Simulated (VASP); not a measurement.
# Mo3W: single point with PBE

Crystal: Mo3W.

```
CELL_PARAMETERS angstrom
4.47830 0.00000 0.00000
0.00000 4.47830 0.00000
0.00000 0.00000 3.16700
ATOMIC_POSITIONS crystal
Mo 0.00000 0.00000 0.00000
Mo 0.50000 0.00000 0.50000
Mo 0.00000 0.50000 0.50000
W 0.50000 0.50000 0.00000
```

```yaml
Program: VASP 6.6.1
Task: single point
Functional: PBE
Potentials_or_basis: VASP PAW PBE potentials, release 64 (Mo_sv, W_sv)
Cutoff: 520 eV
k_mesh: 10 × 10 × 14
Occupations: gaussian, width 0.1 eV
Spin: no spin polarisation
Dipole_correction: no
Further_INCAR_settings: ALGO = Fast; EDIFF = 1e-06; NBANDS = 36
```

```json
{
 "Pressure": "0.5 GPa",
 "Band gap on the k mesh": "zero (bands 28 and 29 overlap by 2.15 eV)"
}
```

Levels at points of the mesh, in eV from the Fermi level:
```csv
k point,band 25,band 26,band 27,band 28,band 29,band 30,band 31,band 32
"(0.00, 0.00, 0.00)",-1.33,-1.33,1.32,1.32,1.57,1.68,1.72,1.99
"(0.50, 0.00, 0.00)",-1.68,-1.62,-0.84,-0.68,0.21,0.32,0.97,1.07
"(0.50, 0.50, 0.00)",-0.72,-0.68,-0.68,-0.68,-0.64,-0.56,-0.56,-0.38
"(0.00, 0.00, 0.50)",-2.65,-2.65,-0.68,-0.68,-0.53,-0.53,0.83,1.08
"(0.50, 0.00, 0.50)",-1.98,-1.89,-1.83,-1.73,1.21,1.25,1.51,1.62
"(0.50, 0.50, 0.50)",1.13,1.32,1.32,1.52,1.53,1.72,1.72,1.84
```

Wall time 4.2 min on 1 thread of Intel(R) Xeon(R) Platinum 8488C (Sapphire Rapids), with other jobs on the host, peak memory 0.42 GiB.

Caveat: spin-orbit coupling is left out, which moves the levels of the heavy elements.
